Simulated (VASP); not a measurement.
# MgO (P1) in VASP: single point with PBEsol

Aim: the single point of MgO with PBEsol.

Everything below comes from runs of VASP 6.6.1. Logs are shortened: lines on timing, memory, paths and dates and some standing lists are left out, and cuts for length are marked.

## Step 1: The cell of the first run

The typed cell holds 8 atoms: a = 6.616 Å, b = 3.308 Å, c = 4.983 Å, α = 90.00°, β = 90.00°, γ = 120.00°.

## Step 2: Single point, PBEsol

Contents of INCAR:

```
  ALGO = Normal
  EDIFF = 1E-6
  ENCUT = 520
  GGA = PS
  GGA_COMPAT = F
  ISIF = 2
  ISMEAR = 0
  LASPH = T
  LCHARG = F
  LREAL = F
  LWAVE = F
  NBANDS = 26
  NELM = 120
  PREC = Accurate
  SIGMA = 0.01
```

Contents of KPOINTS:

```
k-points
0
Gamma
  2 2 2
```

Contents of POSCAR:

```
MgO
1.0
    6.6155739800      0.0000000000      0.0000000000
   -1.6538934900      2.8646275600      0.0000000000
    0.0000000000      0.0000000000      4.9828816700
Mg O
4 4
Direct
    0.1773524333      0.6804374946      0.0019203747
    0.3198551984      0.3374236196      0.4983250987
    0.6739773101      0.6664182202      0.0232881308
    0.8272600928      0.3130040402      0.5105489491
    0.1783907622      0.6981225161      0.3800210652
    0.3251022221      0.3328635154      0.8816326156
    0.6603322414      0.6449204866      0.4079195804
    0.8385373116      0.3282210271      0.9015349546
```

Potentials or basis: VASP PAW PBE potentials, release 64 (Mg, O).

Started as:

```console
> cat potpaw_PBE.64/Mg/POTCAR potpaw_PBE.64/O/POTCAR > POTCAR
> mpirun -np 1 vasp_std > vasp.out
```

OUTCAR:

```text
EDIFF = 1E-6
   ENCUT = 520
   GGA = PS
   ISIF = 2
   ISMEAR = 0
   LASPH = T
   LREAL = F
   NELM = 120
   PREC = Accurate

 ion  position               nearest neighbor table
   1  0.177  0.680  0.002-   5 1.88   6 1.94   6 1.97   8 2.01   2 3.06   2 3.09   2 3.11   2 3.14
                             4 3.17   4 3.23   3 3.28   3 3.31   3 3.31   3 3.34
   2  0.320  0.337  0.498-   6 1.91   5 1.93   5 1.94   7 2.00   1 3.06   1 3.09   1 3.11   3 3.12
                             1 3.14   4 3.22   4 3.29   3 3.31   4 3.33   4 3.40
   3  0.674  0.666  0.023-   7 1.92   8 1.99   8 2.01   6 2.12   4 3.05   4 3.08   2 3.12   4 3.16
                             4 3.18   1 3.28   1 3.31   1 3.31   2 3.31   1 3.34
   4  0.827  0.313  0.511-   8 1.95   7 1.97   7 1.98   5 2.12   3 3.05   3 3.08   3 3.16   1 3.17
                             3 3.18   2 3.22   1 3.23   2 3.29   2 3.33   2 3.40
   5  0.178  0.698  0.380-   1 1.88   2 1.93   2 1.94   4 2.12
   6  0.325  0.333  0.882-   2 1.91   1 1.94   1 1.97   3 2.12
   7  0.660  0.645  0.408-   3 1.92   4 1.97   4 1.98   2 2.00
   8  0.839  0.328  0.902-   4 1.95   3 1.99   1 2.01   3 2.01

  Warning from LATTYP: Monoclinic adjustment (A1->A3, A2->A1, A3->A2)!
  LATTYP: Found a simple orthorhombic cell.
 ALAT       =     3.3077869843
 B/A-ratio  =     1.5064094797
 C/A-ratio  =     1.7320508113

  Lattice vectors:

 A1 = (  -1.6538934900,   2.8646275600,   0.0000000000)
 A2 = (   0.0000000000,   0.0000000000,   4.9828816700)
 A3 = (   4.9616804900,   2.8646275600,   0.0000000000)

Analysis of symmetry for initial positions (statically):
=====================================================================
 Subroutine PRICEL returns:
 Original cell was already a primitive cell.

 Routine SETGRP: Setting up the symmetry group for a
 simple orthorhombic supercell.

 Subroutine GETGRP returns: Found  1 space group operations
 (whereof  1 operations were pure point group operations)
 out of a pool of  8 trial point group operations.

The static configuration has the point symmetry C_1 .

Analysis of symmetry for dynamics (positions and initial velocities):
=====================================================================
 Subroutine PRICEL returns:
 Original cell was already a primitive cell.

 Routine SETGRP: Setting up the symmetry group for a
 simple orthorhombic supercell.

 Subroutine GETGRP returns: Found  1 space group operations
 (whereof  1 operations were pure point group operations)
 out of a pool of  8 trial point group operations.

The dynamic configuration has the point symmetry C_1 .

 Subroutine INISYM returns: Found  1 space group operations
 (whereof  1 operations are pure point group operations),
 and found     1 'primitive' translations

----------------------------------------------------------------------------------------

                                     Primitive cell

  volume of cell :      94.4314

  direct lattice vectors                    reciprocal lattice vectors
     6.615573980  0.000000000  0.000000000     0.151158464  0.087271380  0.000000000
    -1.653893490  2.864627560  0.000000000     0.000000000  0.349085520  0.000000000
     0.000000000  0.000000000  4.982881670     0.000000000  0.000000000  0.200687086

  length of vectors
     6.615573980  3.307786984  4.982881670     0.174542759  0.349085520  0.200687086

  position of ions in fractional coordinates (direct lattice)
     0.177352433  0.680437495  0.001920375
     0.319855198  0.337423620  0.498325099
     0.673977310  0.666418220  0.023288131
     0.827260093  0.313004040  0.510548949
     0.178390762  0.698122516  0.380021065
     0.325102222  0.332863515  0.881632616
     0.660332241  0.644920487  0.407919580
     0.838537312  0.328221027  0.901534955

  ion indices of the primitive-cell ions
   primitive index   ion index
                 1           1
                 2           2
                 3           3
                 4           4
                 5           5
                 6           6
                 7           7
                 8           8

----------------------------------------------------------------------------------------

 KPOINTS: k-points

Automatic generation of k-mesh.
 Grid dimensions read from file:
 generate k-points for:    2    2    2

 Generating k-lattice:

  Cartesian coordinates                     Fractional coordinates (reciprocal lattice)
     0.075579232  0.043635690  0.000000000     0.500000000 -0.000000000  0.000000000
     0.000000000  0.174542760  0.000000000     0.000000000  0.500000000  0.000000000
     0.000000000  0.000000000  0.100343543     0.000000000  0.000000000  0.500000000

  Length of vectors
     0.087271380  0.174542760  0.100343543

  Shift w.r.t. Gamma in fractional coordinates (k-lattice)
     0.000000000  0.000000000  0.000000000

 Subroutine IBZKPT returns following result:
 ===========================================

 Found      8 irreducible k-points:

 Following reciprocal coordinates:
            Coordinates               Weight
  0.000000  0.000000  0.000000      1.000000
  0.500000  0.000000  0.000000      1.000000
  0.000000  0.500000  0.000000      1.000000
  0.500000  0.500000  0.000000      1.000000
  0.000000  0.000000  0.500000      1.000000
  0.500000  0.000000  0.500000      1.000000
  0.000000  0.500000  0.500000      1.000000
  0.500000  0.500000  0.500000      1.000000
   k-points           NKPTS =      8   k-points in BZ     NKDIM =      8   number of bands    NBANDS=     26
   number of dos      NEDOS =    301   number of ions     NIONS =      8
   total plane-waves  NPLWV =  56000
   dimension x,y,z NGX =    50 NGY =   28 NGZ =   40
   dimension x,y,z NGXF=   100 NGYF=   56 NGZF=   80
   ions per type =               4   4
   NGX,Y,Z   is equivalent  to a cutoff of  12.56, 14.07, 13.35 a.u.
   NGXF,Y,Z  is equivalent  to a cutoff of  25.13, 28.15, 26.69 a.u.
 SYSTEM =  unknown system
   PREC   = accura    normal or accurate (medium, high low for compatibility)
   ISTART =      0    job   : 0-new  1-cont  2-samecut
   ICHARG =      2    charge: 1-file 2-atom 10-const
   ISPIN  =      1    spin polarized calculation?
   LNONCOLLINEAR =      F non collinear calculations
   LSORBIT =      F    spin-orbit coupling
   LASPH  =      T    aspherical Exc in radial PAW
   ENCUT  =  520.0 eV  38.22 Ry    6.18 a.u.  12.30  6.15  9.26*2*pi/ulx,y,z
   NELM   =    120;   NELMIN=  2; NELMDL= -5     # of ELM steps
   EDIFF  = 0.1E-05   stopping-criterion for ELM
   LREAL  =      F    real-space projection
[... 7 lines left out ...]
   TEBEG  =    0.0;   TEEND  =   0.0 temperature during run
   PSTRESS=    0.0 pullay stress
   NELECT =      32.0000    total number of electrons
   NUPDOWN=      -1.0000    fix difference up-down
   EMIN   =  10.00;   EMAX   =-10.00  energy-range for DOS
   EFERMI =   0.00;   METHOD = LEGACY
   ISMEAR =     0;   SIGMA  =   0.01  broadening in eV -4-tet -1-fermi 0-gaus
   EFERMI_NEDOS =   21; number of points for ismear=-14 and -15
   IALGO  =     38    algorithm
   IMIX   =      4    mixing-type and parameters
     AMIX     =   0.40;   BMIX     =  1.00
     AMIX_MAG =   1.60;   BMIX_MAG =  1.00
  volume/ion in A,a.u.               =      11.80        79.66
  Fermi-wavevector in a.u.,A,eV,Ry     =   1.141351  2.156842 17.724080  1.302683
  Thomas-Fermi vector in A             =   2.278052
   LORBIT       =      0    0 simple, 1 ext, 2 COOP (PROOUT), +10 PAW based schemes
   GGA     = PS    functional components
   LHFCALC =     F    Hartree Fock is set to
   AEXX    =    0.0000 exact exchange contribution
   IVDW    =     0    specifies the selected vdW correction
   LEPSILON=     F    determine dielectric tensor
   LRPA    =     F    only Hartree local field effects (RPA)
 non-spin polarized calculation
 Gauss-broadening in eV      SIGMA  =   0.01
  energy-cutoff  :      520.00
  volume of cell :       94.43
 maximum number of plane-waves:      2571
 NGX is ok and might be reduce to    50
   NGX = 25   NGY = 13   NGZ = 19

 number of electron      32.0000003 magnetization

 Free energy of the ion-electron system (eV)
  ---------------------------------------------------
  ext. energy  EPLUGINS =         0.00000000
  ---------------------------------------------------
  free energy    TOTEN  =       -48.52009487 eV

  energy without entropy =      -48.52009487  energy(sigma->0) =      -48.52009487

 E-fermi :   1.0996     XC(G=0):  -9.9621

 val. band max:        0.9755046471   @ k =   0.0000   0.0000   0.0000
 cond. band min:       4.3439591163   @ k =   0.0000   0.0000   0.0000
 fundamental gap:      3.3684544692
 Fermi energy:         1.0996178112

 k-point     1 :       0.0000    0.0000    0.0000
  band No.  band energies     occupation
      1     -15.1347      2.00000
      2     -14.4991      2.00000
      3     -14.2972      2.00000
      4     -14.1488      2.00000
      5      -2.2768      2.00000
      6      -2.1008      2.00000
[... 18 lines left out ...]
     25      14.7619      0.00000
     26      14.9594      0.00000

 k-point     2 :       0.5000    0.0000    0.0000
  band No.  band energies     occupation
      1     -14.8645      2.00000
      2     -14.8479      2.00000
      3     -14.2302      2.00000
      4     -14.1558      2.00000
      5      -1.7374      2.00000
      6      -1.6958      2.00000
[... 18 lines left out ...]
     25      14.2372      0.00000
     26      14.3932      0.00000

 k-point     3 :       0.0000    0.5000    0.0000
  band No.  band energies     occupation
      1     -14.4951      2.00000
      2     -14.4776      2.00000
      3     -14.2132      2.00000
      4     -14.1439      2.00000
      5      -2.1004      2.00000
      6      -2.0742      2.00000
[... 108 lines left out ...]
 k-point     7 :       0.0000    0.5000    0.5000
  band No.  band energies     occupation
      1     -14.4361      2.00000
      2     -14.3954      2.00000
      3     -14.2774      2.00000
      4     -14.1843      2.00000
      5      -2.2199      2.00000
      6      -2.1944      2.00000
[... 18 lines left out ...]
     25      14.2499      0.00000
     26      14.4937      0.00000

 k-point     8 :       0.5000    0.5000    0.5000
  band No.  band energies     occupation
      1     -14.4464      2.00000
      2     -14.3897      2.00000
      3     -14.2804      2.00000
      4     -14.1842      2.00000
      5      -1.9741      2.00000
      6      -1.8271      2.00000
[... 18 lines left out ...]
     25      13.6025      0.00000
     26      13.7973      0.00000

------------------------ aborting loop because EDIFF is reached ----------------------------------------

  FORCE on cell =-STRESS in cart. coord.  units (eV):
  Direction    XX          YY          ZZ          XY          YZ          ZX
  --------------------------------------------------------------------------------------
  -------------------------------------------------------------------------------------
  Total       -1.5839961      0.7906311      4.0017139     -2.1420876      0.2586640      0.0331736
  in kB      -26.8749975     13.4143059     67.8953994    -36.3439012      4.3886432      0.5628432
  external PRESSURE =      18.1449026 kB  Pullay stress =       0.0000000 kB

 VOLUME and BASIS-vectors are now :
 -----------------------------------------------------------------------------
  energy-cutoff  :      520.00
  volume of cell :       94.43
      direct lattice vectors                 reciprocal lattice vectors
     6.615573980  0.000000000  0.000000000     0.151158464  0.087271380  0.000000000
    -1.653893490  2.864627560  0.000000000     0.000000000  0.349085520  0.000000000
     0.000000000  0.000000000  4.982881670     0.000000000  0.000000000  0.200687086

 POSITION                                       TOTAL-FORCE (eV/Angst)
 -----------------------------------------------------------------------------------
      0.04792      1.94920      0.00957        -0.452121     -0.037111     -0.885473
      1.55796      0.96659      2.48310         0.641867      0.262844     -0.225455
      3.35656      1.90904      0.11604        -0.277961     -0.237616     -1.280536
      4.95513      0.89664      2.54401         0.205469      0.274163     -0.284929
      0.02554      1.99986      1.89360        -0.738647     -0.741192      1.037879
      1.60022      0.95353      4.39307         0.687538      0.240435      0.980285
      3.30185      1.84746      2.03262         0.144897      0.287353      0.186219
      5.00456      0.94023      4.49224        -0.211043     -0.048877      0.472009
 -----------------------------------------------------------------------------------
    total drift:                                0.000293     -0.000412      0.000806

  FREE ENERGIE OF THE ION-ELECTRON SYSTEM (eV)
  ---------------------------------------------------
  free  energy   TOTEN  =       -48.5200948662 eV

  energy  without entropy=      -48.5200948662  energy(sigma->0) =      -48.52009487
```

Wall time 30 s (1 thread of Intel Xeon 8259CL, shared host); peak memory 0.23 GiB.

What came out:

```yaml
Free_energy: -48.5201 eV
Pressure: 1.8 GPa
Largest_force: 1.474 eV/Å
Band_gap_on_the_k_mesh: 3.37 eV
```

Forces in eV/Å, atoms in the order of the input:
```
Mg  -0.452 -0.037 -0.885
Mg   0.642  0.263 -0.225
Mg  -0.278 -0.238 -1.281
Mg   0.205  0.274 -0.285
O   -0.739 -0.741  1.038
O    0.688  0.240  0.980
O    0.145  0.287  0.186
O   -0.211 -0.049  0.472
```

Stress tensor (GPa, compression positive):
```
-2.69 -3.63  0.06
-3.63  1.34  0.44
 0.06  0.44  6.79
```

Caveat: the k points lie up to 0.95 Å⁻¹ apart; the PAW data sets were made with another functional, which shifts forces and pressure a little.
